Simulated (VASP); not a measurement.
# Zn2GeSb2 (I4/mmm) in VASP: single point with PBEsol

Aim: the single point of Zn2GeSb2 with PBEsol.

Program: VASP 6.6.1. These are calculated values, not measurements. Logs are shortened: lines on timing, memory, paths and dates and some standing lists are left out, and cuts for length are marked.

## Step 1: The cell of the first run

Symmetry: I4/mmm, No. 139, tetragonal system. The conventional cell has a = 3.470 Å, b = 3.470 Å, c = 16.901 Å, α = 90.00°, β = 90.00°, γ = 90.00°. Within 3.6 Å of Zn (site symmetry 4mm) lie 5 Zn at 2.73 to 3.47 Å and 4 Ge at 2.81 Å and 4 Sb at 2.95 Å. Ge (site symmetry 4/mmm) has 8 Zn at 2.81 Å and 2 Sb at 2.99 Å and 4 Ge at 3.47 Å within 3.7 Å. Within 3.9 Å of Sb (site symmetry 4mm) lie 4 Zn at 2.95 Å and 1 Ge at 2.99 Å and 8 Sb at 3.47 to 3.48 Å.

## Step 2: Single point, PBEsol

File INCAR:

```
SYSTEM = Zn2GeSb2
  ALGO = Normal
  EDIFF = 1E-6
  ENCUT = 520
  GGA = PS
  ISIF = 2
  ISMEAR = -1
  LASPH = .True.
  LCHARG = .False.
  LREAL = .False.
  LWAVE = .False.
  NBANDS = 32
  NELM = 60
  PREC = Accurate
  SIGMA = 0.03
```

File KPOINTS:

```
k-points
0
Gamma
  8 8 8
  0 0 0
```

File POSCAR:

```
Zn2GeSb2
1.0
   -1.7348728189      1.7348728189      8.4506003576
    1.7348728189     -1.7348728189      8.4506003576
    1.7348728189      1.7348728189     -8.4506003576
Zn Ge Sb
2 1 2
Direct
    0.5806469432      0.5806469432      0.0000000000
    0.4193530568      0.4193530568      0.0000000000
    0.0000000000      0.0000000000      0.0000000000
    0.1770281539      0.1770281539      0.0000000000
    0.8229718461      0.8229718461      0.0000000000
```

Potentials or basis: VASP PAW PBE potentials, release 64 (Zn, Ge_d, Sb).

Command:

```sh
cat potpaw_PBE.64/Zn/POTCAR potpaw_PBE.64/Ge_d/POTCAR potpaw_PBE.64/Sb/POTCAR > POTCAR
mpirun -np 1 vasp_std > vasp.out
```

OUTCAR:

```text
SYSTEM = Zn2GeSb2
   EDIFF = 1E-6
   ENCUT = 520
   GGA = PS
   ISIF = 2
   ISMEAR = -1
   LASPH = .True.
   LREAL = .False.
   NELM = 60
   PREC = Accurate

 ion  position               nearest neighbor table
   1  0.581  0.581  0.000-   2 2.73   3 2.81   3 2.81   3 2.81   3 2.81   4 2.95   4 2.95   4 2.95
                             4 2.95
   2  0.419  0.419  0.000-   1 2.73   3 2.81   3 2.81   3 2.81   3 2.81   5 2.95   5 2.95   5 2.95
                             5 2.95
   3  0.000  0.000  0.000-   1 2.81   1 2.81   1 2.81   2 2.81   2 2.81   2 2.81   1 2.81   2 2.81
                             4 2.99   5 2.99
   4  0.177  0.177  0.000-   1 2.95   1 2.95   1 2.95   1 2.95   3 2.99   5 3.48   5 3.48   5 3.48
                             5 3.48
   5  0.823  0.823  0.000-   2 2.95   2 2.95   2 2.95   2 2.95   3 2.99   4 3.48   4 3.48   4 3.48
                             4 3.48

  LATTYP: Found a body centered tetragonal cell.
 ALAT       =     3.4697456378
 C/A-ratio  =     4.8710200918

  Lattice vectors:

 A1 = (  -1.7348728189,   1.7348728189,   8.4506003576)
 A2 = (   1.7348728189,  -1.7348728189,   8.4506003576)
 A3 = (   1.7348728189,   1.7348728189,  -8.4506003576)

Analysis of symmetry for initial positions (statically):
=====================================================================
 Subroutine PRICEL returns:
 Original cell was already a primitive cell.

 Routine SETGRP: Setting up the symmetry group for a
 body centered tetragonal supercell.

 Subroutine GETGRP returns: Found 16 space group operations
 (whereof 16 operations were pure point group operations)
 out of a pool of 16 trial point group operations.

The static configuration has the point symmetry D_4h.

Analysis of symmetry for dynamics (positions and initial velocities):
=====================================================================
 Subroutine PRICEL returns:
 Original cell was already a primitive cell.

 Routine SETGRP: Setting up the symmetry group for a
 body centered tetragonal supercell.

 Subroutine GETGRP returns: Found 16 space group operations
 (whereof 16 operations were pure point group operations)
 out of a pool of 16 trial point group operations.

The dynamic configuration has the point symmetry D_4h.

 Subroutine INISYM returns: Found 16 space group operations
 (whereof 16 operations are pure point group operations),
 and found     1 'primitive' translations

----------------------------------------------------------------------------------------

                                     Primitive cell

[... 94 lines left out ...]
   ENCUT  =  520.0 eV  38.22 Ry    6.18 a.u.  16.36 16.36 16.36*2*pi/ulx,y,z
   NELM   =     60;   NELMIN=  2; NELMDL= -5     # of ELM steps
   EDIFF  = 0.1E-05   stopping-criterion for ELM
   LREAL  =      F    real-space projection
   EDIFFG = 0.1E-04   stopping-criterion for IOM
   NSW    =      0    number of steps for IOM
   IBRION =     -1    ionic relax: 0-MD 1-quasi-New 2-CG
   NFREE  =      0    steps in history (QN), initial steepest desc. (CG)
   ISIF   =      2    stress and relaxation
   ISYM   =      2    0-nonsym 1-usesym 2-fastsym
   POTIM  = 0.5000    time-step for ionic-motion
   TEBEG  =    0.0;   TEEND  =   0.0 temperature during run
   PSTRESS=    0.0 pullay stress
   NELECT =      48.0000    total number of electrons
   NUPDOWN=      -1.0000    fix difference up-down
   EMIN   =  10.00;   EMAX   =-10.00  energy-range for DOS
   EFERMI =   0.00;   METHOD = LEGACY
   ISMEAR =    -1;   SIGMA  =   0.03  broadening in eV -4-tet -1-fermi 0-gaus
   EFERMI_NEDOS =   21; number of points for ismear=-14 and -15
   IALGO  =     38    algorithm
   IMIX   =      4    mixing-type and parameters
     AMIX     =   0.40;   BMIX     =  1.00
     AMIX_MAG =   1.60;   BMIX_MAG =  1.00
  volume/ion in A,a.u.               =      20.35       137.31
  Fermi-wavevector in a.u.,A,eV,Ry     =   1.274464  2.408388 22.099384  1.624259
  Thomas-Fermi vector in A             =   2.407231
   LORBIT       =      0    0 simple, 1 ext, 2 COOP (PROOUT), +10 PAW based schemes
   GGA     = PS    functional components
   LHFCALC =     F    Hartree Fock is set to
   AEXX    =    0.0000 exact exchange contribution
   IVDW    =     0    specifies the selected vdW correction
   LEPSILON=     F    determine dielectric tensor
   LRPA    =     F    only Hartree local field effects (RPA)
 non-spin polarized calculation
  energy-cutoff  :      520.00
  volume of cell :      101.74
 maximum number of plane-waves:      2771
 NGX is ok and might be reduce to    70
   NGX = 33   NGY = 33   NGZ = 33

 number of electron      48.0000015 magnetization

 Free energy of the ion-electron system (eV)
  ---------------------------------------------------
  ext. energy  EPLUGINS =         0.00000000
  ---------------------------------------------------
  free energy    TOTEN  =       -16.19061885 eV

  energy without entropy =      -16.18113202  energy(sigma->0) =      -16.18587544

 E-fermi :   6.5865     XC(G=0): -10.9879

 val. band max:        6.5629184469   @ k =  -0.3750   0.1250  -0.0000
 cond. band min:       6.5919694458   @ k =   0.2500   0.1250  -0.0000
 fundamental gap:      0.0290509989
 Fermi energy:         6.5865259495

 k-point     1 :       0.0000    0.0000    0.0000
  band No.  band energies     occupation
      1     -18.0390      2.00000
      2     -18.0327      2.00000
      3     -18.0257      2.00000
      4     -18.0257      2.00000
      5     -18.0180      2.00000
      6      -6.0140      2.00000
[... 829 lines left out ...]
     31      10.0236      0.00000
     32      12.1228      0.00000

 [... further k-points ...]
[... 5 lines left out ...]
  --------------------------------------------------------------------------------------
  -------------------------------------------------------------------------------------
  Total        0.0691777      0.0691777      0.1305094      0.0000000      0.0000000      0.0000000
  in kB        1.0894159      1.0894159      2.0552728      0.0000000      0.0000000      0.0000000
  external PRESSURE =       1.4113682 kB  Pullay stress =       0.0000000 kB

 VOLUME and BASIS-vectors are now :
 -----------------------------------------------------------------------------
  energy-cutoff  :      520.00
  volume of cell :      101.74
      direct lattice vectors                 reciprocal lattice vectors
    -1.734872819  1.734872819  8.450600358     0.000000000  0.288205564  0.059167394
     1.734872819 -1.734872819  8.450600358     0.288205564  0.000000000  0.059167394
     1.734872819  1.734872819 -8.450600358     0.288205564  0.288205564  0.000000000

 POSITION                                       TOTAL-FORCE (eV/Angst)
 -----------------------------------------------------------------------------------
      0.00000      0.00000      9.81363         0.000000      0.000000      0.002459
      0.00000      0.00000      7.08757         0.000000      0.000000     -0.002459
      0.00000      0.00000      0.00000         0.000000      0.000000     -0.000000
      0.00000      0.00000      2.99199         0.000000      0.000000      0.023827
      0.00000      0.00000     13.90921        -0.000000     -0.000000     -0.023827
 -----------------------------------------------------------------------------------
    total drift:                                0.000000     -0.000000     -0.000000

  FREE ENERGIE OF THE ION-ELECTRON SYSTEM (eV)
  ---------------------------------------------------
  free  energy   TOTEN  =       -16.1906188525 eV

  energy  without entropy=      -16.1811320211  energy(sigma->0) =      -16.18587544
```

stdout:

```text
POSCAR found type information on POSCAR ZnGeSb
 POSCAR found :  3 types and       5 ions
 scaLAPACK will be used
 -----------------------------------------------------------------------------
|                                                                             |
|                                                                             |
|     You enforced a specific xc type in the INCAR file but a different       |
|     I HOPE YOU KNOW WHAT YOU ARE DOING!                                     |
|                                                                             |
 -----------------------------------------------------------------------------

 LDA part: xc-table for (Slater+PW92), standard interpolation
 POSCAR, INCAR and KPOINTS ok, starting setup
 FFT: planning ... GRIDC
 FFT: planning ... GRID_SOFT
 FFT: planning ... GRID
 WAVECAR not read
 entering main loop
```

Run time: 17 min. Hardware: 1 thread of Intel Xeon Platinum 8375C at 2.90GHz (Ice Lake), shared host; peak memory 0.78 GiB.

What came out:

- Free energy: -16.1906 eV
- Pressure: 0.1 GPa
- Largest force: 0.024 eV/Å
- Band gap on the k mesh: zero (bands 24 and 25 overlap by 3.96 eV)

Forces on the atoms (eV/Å):
```
Zn   0.000  0.000  0.002
Zn   0.000  0.000 -0.002
Ge   0.000  0.000  0.000
Sb   0.000  0.000  0.024
Sb   0.000  0.000 -0.024
```

Caveat: the PAW data sets were made with another functional, which shifts forces and pressure a little; spin-orbit coupling is left out, which moves the levels of the heavy elements.

The gap in the log of VASP goes by the Fermi energy; the results here count the filled bands.